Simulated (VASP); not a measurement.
Write the native input for VASP 6.6.1 that does the following.

```
Task                   : single point
Functional             : PBE
Potentials or basis    : VASP PAW PBE potentials, release 64 (Nb_sv, Pd, Se)
Cutoff                 : 520 eV
k mesh                 : 6 × 6 × 4
Occupations            : gaussian, width 0.1 eV
Spin                   : no spin polarisation
Dipole correction      : no
Further INCAR settings : ALGO = Normal; EDIFF = 1e-06; NBANDS = 28
```

The structure of NbPdSe3 lies in POSCAR:

```
NbPdSe3
1.0
    4.7582169000      0.0000000000      0.0000000000
   -2.3791084500      4.1207367100      0.0000000000
    0.0000000000      0.0000000000      6.1865155600
Nb Pd Se
1 1 3
Direct
    0.0000000000      0.0000000000      0.0000000000
    0.0000000000      0.0000000000      0.5000000000
    0.3333333300      0.6666666700      0.2623169400
    0.3333333300      0.6666666700      0.7376830600
    0.6666666700      0.3333333300      0.5000000000
```

The cell was generated, and may not be a known phase.

One way to write it, as run:

INCAR

```
PREC = Accurate
ENCUT = 520
EDIFF = 1E-6
ISMEAR = 0
SIGMA = 0.1
LREAL = False
LASPH = True
NELM = 60
ALGO = Normal
ISIF = 2
LWAVE = False
LCHARG = False
GGA = PE
NBANDS = 28
```

KPOINTS

```
regular mesh
0
Gamma
  6 6 4
```

Potentials or basis: VASP PAW PBE potentials, release 64 (Nb_sv, Pd, Se).

The run is started by

```console
$ cat potpaw_PBE.64/Nb_sv/POTCAR potpaw_PBE.64/Pd/POTCAR potpaw_PBE.64/Se/POTCAR > POTCAR
$ mpirun -np 1 vasp_std > vasp.out
```

Results of the run:

The pressure is -11.1 GPa, the largest force is 2.412 eV/Å and the band gap on the k mesh is zero (an odd number of electrons rules out a gap without spin polarisation).

Caveat: the cell stands under tension; forces of over 1 eV/Å act on the atoms, so gaps and moduli don't describe the material at rest.

Wall time 72 s on 1 thread of Intel(R) Xeon(R) Platinum 8488C (Sapphire Rapids) (shared host), peak memory 0.27 GiB.
